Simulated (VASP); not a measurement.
# HPt4 in VASP: single point with PBE

Aim: the single point of HPt4 with PBE.

Program: VASP 6.6.1. These are calculated values, not measurements. Logs are shortened: lines on timing, memory, paths and dates and some standing lists are left out, and cuts for length are marked.

**1. The cell of the first run**

The cell holds a slab with vacuum, 5 atoms: a = 2.807 Å, b = 2.807 Å, c = 25.876 Å, α = 90.00°, β = 90.00°, γ = 120.00°.

**2. Single point, PBE**

Input file INCAR:

```
ALGO = Normal ; DIPOL = 0.5 0.5 0.496
EDIFF = 1E-6 ; ENCUT = 520
GGA = PE ; IDIPOL = 3
ISIF = 2 ; ISMEAR = 0
LASPH = T ; LCHARG = F
LDIPOL = T ; LREAL = F
LWAVE = F ; NBANDS = 28
NELM = 100 ; PREC = Accurate
SIGMA = 0.1
```

Input file KPOINTS:

```
k-points
0
Gamma
  12 12 1
```

Input file POSCAR:

```
HPt4
1.0
    2.8072945034      0.0000000000      0.0000000000
   -1.4036472517      2.4311883559      0.0000000000
    0.0000000000      0.0000000000     25.8764390911
Pt H
4 1
Direct
    0.6666666667      0.3333333333      0.3284841462
    0.3333333333      0.6666666667      0.4170645863
   -0.0033244221      0.0033244221      0.5058884031
    0.6601250496      0.3398749504      0.5975494070
    0.3254257789     -0.3254257789      0.6324560157
```

Potentials or basis: VASP PAW PBE potentials, release 64 (Pt, H).

On the command line:

```console
cat potpaw_PBE.64/Pt/POTCAR potpaw_PBE.64/H/POTCAR > POTCAR
mpirun -np 1 vasp_std > vasp.out
```

OUTCAR:

```text
EDIFF = 1E-6
   ENCUT = 520
   GGA = PE
   ISIF = 2
   ISMEAR = 0
   LASPH = T
   LREAL = F
   NELM = 100
   PREC = Accurate

 ion  position               nearest neighbor table
   1  0.667  0.333  0.328-   2 2.81   2 2.81   2 2.81
   2  0.333  0.667  0.417-   1 2.81   1 2.81   1 2.81   3 2.81   3 2.81   3 2.82
   3  0.997  0.003  0.506-   2 2.81   2 2.81   2 2.82   4 2.87   4 2.87   4 2.88
   4  0.660  0.340  0.598-   5 1.85   5 1.85   5 1.86   3 2.87   3 2.87   3 2.88
   5  0.325  0.675  0.632-   4 1.85   4 1.85   4 1.86

  LATTYP: Found a hexagonal cell.
 ALAT       =     2.8072945034
 C/A-ratio  =     9.2175719575

  Lattice vectors:

 A1 = (   2.8072945034,   0.0000000000,   0.0000000000)
 A2 = (  -1.4036472517,   2.4311883559,   0.0000000000)
 A3 = (   0.0000000000,   0.0000000000,  25.8764390911)

Analysis of symmetry for initial positions (statically):
=====================================================================
 Subroutine PRICEL returns:
 Original cell was already a primitive cell.

 Routine SETGRP: Setting up the symmetry group for a
 hexagonal supercell.

 Subroutine GETGRP returns: Found  2 space group operations
 (whereof  2 operations were pure point group operations)
 out of a pool of 24 trial point group operations.

The static configuration has the point symmetry C_1h.

Analysis of symmetry for dynamics (positions and initial velocities):
=====================================================================
 Subroutine PRICEL returns:
 Original cell was already a primitive cell.

 Routine SETGRP: Setting up the symmetry group for a
 hexagonal supercell.

 Subroutine GETGRP returns: Found  2 space group operations
 (whereof  2 operations were pure point group operations)
 out of a pool of 24 trial point group operations.

The dynamic configuration has the point symmetry C_1h.

 Subroutine INISYM returns: Found  2 space group operations
 (whereof  2 operations are pure point group operations),
 and found     1 'primitive' translations

----------------------------------------------------------------------------------------

                                     Primitive cell

  volume of cell :     176.6083

  direct lattice vectors                    reciprocal lattice vectors
     2.807294503  0.000000000  0.000000000     0.356214853  0.205660741  0.000000000
    -1.403647252  2.431188356  0.000000000     0.000000000  0.411321483  0.000000000
     0.000000000  0.000000000 25.876439091     0.000000000  0.000000000  0.038645194

  length of vectors
     2.807294503  2.807294503 25.876439091     0.411321483  0.411321483  0.038645194

  position of ions in fractional coordinates (direct lattice)
     0.666666667  0.333333333  0.328484146
     0.333333333  0.666666667  0.417064586
     0.996675578  0.003324422  0.505888403
     0.660125050  0.339874950  0.597549407
     0.325425779  0.674574221  0.632456016

  ion indices of the primitive-cell ions
   primitive index   ion index
                 1           1
                 2           2
                 3           3
                 4           4
                 5           5

----------------------------------------------------------------------------------------

 KPOINTS: k-points

Automatic generation of k-mesh.
 Grid dimensions read from file:
 generate k-points for:   12   12    1

 Generating k-lattice:

  Cartesian coordinates                     Fractional coordinates (reciprocal lattice)
     0.029684571  0.017138395  0.000000000     0.083333333  0.000000000  0.000000000
     0.000000000  0.034276790  0.000000000     0.000000000  0.083333333  0.000000000
     0.000000000  0.000000000  0.038645194     0.000000000  0.000000000  1.000000000

  Length of vectors
     0.034276790  0.034276790  0.038645194

  Shift w.r.t. Gamma in fractional coordinates (k-lattice)
     0.000000000  0.000000000  0.000000000

 Subroutine IBZKPT returns following result:
 ===========================================

 Found     43 irreducible k-points:

 Following reciprocal coordinates:
            Coordinates               Weight
  0.000000  0.000000  0.000000      1.000000
  0.083333 -0.000000  0.000000      4.000000
 -0.083333  0.083333  0.000000      2.000000
  0.166667 -0.000000  0.000000      4.000000
 -0.166667  0.166667  0.000000      2.000000
  0.250000 -0.000000  0.000000      4.000000
[... 16 lines left out ...]
 -0.083333  0.416667  0.000000      4.000000
 -0.416667  0.333333  0.000000      4.000000
 [... further k-points ...]
   k-points           NKPTS =     43   k-points in BZ     NKDIM =     43   number of bands    NBANDS=     28
   number of dos      NEDOS =    301   number of ions     NIONS =      5
   total plane-waves  NPLWV = 110592
   dimension x,y,z NGX =    24 NGY =   24 NGZ =  192
   dimension x,y,z NGXF=    48 NGYF=   48 NGZF=  384
   ions per type =               4   1
   NGX,Y,Z   is equivalent  to a cutoff of  14.21, 14.21, 12.34 a.u.
   NGXF,Y,Z  is equivalent  to a cutoff of  28.43, 28.43, 24.67 a.u.
 SYSTEM =  unknown system
   PREC   = accura    normal or accurate (medium, high low for compatibility)
   ISTART =      0    job   : 0-new  1-cont  2-samecut
   ICHARG =      2    charge: 1-file 2-atom 10-const
   ISPIN  =      1    spin polarized calculation?
   LNONCOLLINEAR =      F non collinear calculations
   LSORBIT =      F    spin-orbit coupling
   LASPH  =      T    aspherical Exc in radial PAW
   ENCUT  =  520.0 eV  38.22 Ry    6.18 a.u.   5.22  5.22 48.11*2*pi/ulx,y,z
   NELM   =    100;   NELMIN=  2; NELMDL= -5     # of ELM steps
   EDIFF  = 0.1E-05   stopping-criterion for ELM
   LREAL  =      F    real-space projection
   EDIFFG = 0.1E-04   stopping-criterion for IOM
   NSW    =      0    number of steps for IOM
   IBRION =     -1    ionic relax: 0-MD 1-quasi-New 2-CG
   NFREE  =      0    steps in history (QN), initial steepest desc. (CG)
   ISIF   =      2    stress and relaxation
   ISYM   =      2    0-nonsym 1-usesym 2-fastsym
   POTIM  = 0.5000    time-step for ionic-motion
   TEBEG  =    0.0;   TEEND  =   0.0 temperature during run
   PSTRESS=    0.0 pullay stress
   NELECT =      41.0000    total number of electrons
   NUPDOWN=      -1.0000    fix difference up-down
   EMIN   =  10.00;   EMAX   =-10.00  energy-range for DOS
   EFERMI =   0.00;   METHOD = LEGACY
   ISMEAR =     0;   SIGMA  =   0.10  broadening in eV -4-tet -1-fermi 0-gaus
   EFERMI_NEDOS =   21; number of points for ismear=-14 and -15
   IALGO  =     38    algorithm
   IMIX   =      4    mixing-type and parameters
     AMIX     =   0.40;   BMIX     =  1.00
     AMIX_MAG =   1.60;   BMIX_MAG =  1.00
  volume/ion in A,a.u.               =      35.32       238.36
  Fermi-wavevector in a.u.,A,eV,Ry     =   1.006157  1.901361 13.773884  1.012352
  Thomas-Fermi vector in A             =   2.138882
   LORBIT       =      0    0 simple, 1 ext, 2 COOP (PROOUT), +10 PAW based schemes
   GGA     = PE    functional components
   LHFCALC =     F    Hartree Fock is set to
   AEXX    =    0.0000 exact exchange contribution
   IVDW    =     0    specifies the selected vdW correction
   LEPSILON=     F    determine dielectric tensor
   LRPA    =     F    only Hartree local field effects (RPA)
 non-spin polarized calculation
 Gauss-broadening in eV      SIGMA  =   0.10
  energy-cutoff  :      520.00
  volume of cell :      176.61
 maximum number of plane-waves:      4800
 NGX is ok and might be reduce to    24
   NGX = 11   NGY = 11   NGZ = 97

 dipolmoment           0.000000      0.000000      0.012079 electrons x Angstroem

 number of electron      40.9999998 magnetization

 dipolmoment           0.000000      0.000000     -0.019523 electrons x Angstroem

 Free energy of the ion-electron system (eV)
  ---------------------------------------------------
  ext. energy  EPLUGINS =         0.00000000
  ---------------------------------------------------
  free energy    TOTEN  =       -26.95207723 eV

  energy without entropy =      -26.91402814  energy(sigma->0) =      -26.93305268

 E-fermi :   0.3360     XC(G=0):  -5.5255

 val. band max:        0.3236437227   @ k =  -0.2500   0.2500   0.0000
 cond. band min:       0.3500713803   @ k =   0.3333   0.0833   0.0000
 fundamental gap:      0.0264276576
 Fermi energy:         0.3359899307

 k-point     1 :       0.0000    0.0000    0.0000
  band No.  band energies     occupation
      1      -9.5821      2.00000
      2      -8.5376      2.00000
      3      -7.1159      2.00000
      4      -6.3990      2.00000
      5      -3.4496      2.00000
      6      -3.3156      2.00000
[... 20 lines left out ...]
     27       5.7120      0.00000
     28       6.1178      0.00000

 k-point     2 :       0.0833   -0.0000    0.0000
  band No.  band energies     occupation
      1      -9.3550      2.00000
      2      -8.3132      2.00000
      3      -6.8930      2.00000
      4      -6.1737      2.00000
      5      -3.7428      2.00000
      6      -3.4778      2.00000
[... 20 lines left out ...]
     27       5.8711      0.00000
     28       6.2947      0.00000

 k-point     3 :      -0.0833    0.0833    0.0000
  band No.  band energies     occupation
      1      -9.3558      2.00000
      2      -8.3135      2.00000
      3      -6.8936      2.00000
      4      -6.1742      2.00000
      5      -3.7357      2.00000
      6      -3.4777      2.00000
[... 20 lines left out ...]
     27       5.8713      0.00000
     28       6.2947      0.00000

 k-point     4 :       0.1667   -0.0000    0.0000
  band No.  band energies     occupation
      1      -8.7258      2.00000
      2      -7.6997      2.00000
      3      -6.3186      2.00000
      4      -5.5914      2.00000
      5      -4.2709      2.00000
      6      -3.7870      2.00000
[... 578 lines left out ...]
     27       8.0888      0.00000
     28       8.3616      0.00000

 k-point    23 :      -0.0833    0.4167    0.0000
  band No.  band energies     occupation
      1      -7.1800      2.00000
      2      -5.9340      2.00000
      3      -5.6427      2.00000
      4      -5.1915      2.00000
      5      -4.9912      2.00000
      6      -4.6128      2.00000
[... 20 lines left out ...]
     27       8.0930      0.00000
     28       8.3640      0.00000

 k-point    24 :      -0.4167    0.3333    0.0000
  band No.  band energies     occupation
      1      -7.1925      2.00000
      2      -5.9404      2.00000
      3      -5.6366      2.00000
      4      -5.1893      2.00000
      5      -4.9950      2.00000
      6      -4.6075      2.00000
[... 20 lines left out ...]
     27       8.1025      0.00000
     28       8.3624      0.00000

 [... further k-points ...]

------------------------ aborting loop because EDIFF is reached ----------------------------------------

 vacuum level on the upper side and lower side of the slab       (xc-potential included)        -0.453         0.084

  FORCE on cell =-STRESS in cart. coord.  units (eV):
  Direction    XX          YY          ZZ          XY          YZ          ZX
  --------------------------------------------------------------------------------------
  -------------------------------------------------------------------------------------
  Total       -2.6886019     -2.6683338      0.0356818      0.0175527     -0.0230079      0.0398509
  in kB      -24.3907973    -24.2069263      0.3237026      0.1592369     -0.2087262      0.3615243
  external PRESSURE =     -16.0913403 kB  Pullay stress =       0.0000000 kB

 VOLUME and BASIS-vectors are now :
 -----------------------------------------------------------------------------
  energy-cutoff  :      520.00
  volume of cell :      176.61
      direct lattice vectors                 reciprocal lattice vectors
     2.807294503  0.000000000  0.000000000     0.356214853  0.205660741  0.000000000
    -1.403647252  2.431188356  0.000000000     0.000000000  0.411321483  0.000000000
     0.000000000  0.000000000 25.876439091     0.000000000  0.000000000  0.038645194

 POSITION                                       TOTAL-FORCE (eV/Angst)
 -----------------------------------------------------------------------------------
      1.40365      0.81040      8.50000         0.006041     -0.003488     -0.077726
     -0.00000      1.62079     10.79215        -0.014938      0.008624      0.096924
      2.79330      0.00808     13.09059        -0.000555      0.000320     -0.001295
      1.37610      0.82630     15.46245        -0.002464      0.001423     -0.024147
     -0.03330      1.64002     16.36571         0.011916     -0.006880      0.006244
 -----------------------------------------------------------------------------------
    total drift:                               -0.000072      0.000042      0.000363

  FREE ENERGIE OF THE ION-ELECTRON SYSTEM (eV)
  ---------------------------------------------------
  free  energy   TOTEN  =       -26.9520772305 eV

  energy  without entropy=      -26.9140281360  energy(sigma->0) =      -26.93305268

 vacuum level on the upper side and lower side of the slab         5.347         5.885
```

Wall time 10 min (1 thread of Intel Xeon 8259CL, shared host); peak memory 0.43 GiB.

Results:

| Quantity | Value |
| --- | --- |
| Free energy | -26.9521 eV |
| Largest force | 0.098 eV/Å |

Forces on the atoms (eV/Å):
```
Pt   0.006 -0.003 -0.078
Pt  -0.015  0.009  0.097
Pt  -0.001  0.000 -0.001
Pt  -0.002  0.001 -0.024
H    0.012 -0.007  0.006
```

Caveat: spin-orbit coupling is left out, which moves the levels of the heavy elements.
